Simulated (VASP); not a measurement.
A run of VASP 6.6.1 is set up as follows.

File INCAR:

```
SYSTEM = Cs
  ALGO = Fast
  EDIFF = 1E-7
  ENCUT = 520
  GGA = PS
  ISIF = 2
  ISMEAR = -1
  LASPH = .TRUE.
  LCHARG = .FALSE.
  LREAL = .FALSE.
  LWAVE = .FALSE.
  NBANDS = 10
  NELM = 60
  PREC = Accurate
  SIGMA = 0.05
```

The input KPOINTS:

```
k-points
0
G
  6 6 6
  0 0 0
```

The input POSCAR:

```
Cs
1.0
   -3.1898230911      3.1898230911      3.1898230911
    3.1898230911     -3.1898230911      3.1898230911
    3.1898230911      3.1898230911     -3.1898230911
Cs
1
Direct
    0.0000000000      0.0000000000      0.0000000000
```

Potentials or basis: VASP PAW PBE potentials, release 64 (Cs_sv).

Launch:

```console
$ cat potpaw_PBE.64/Cs_sv/POTCAR > POTCAR
$ mpirun -np 1 vasp_std > vasp.out
```

**Question.** Predict the pressure.

**Answer.** -0.3 GPa.

Caveat: the PAW data sets were made with another functional, which shifts forces and pressure a little.
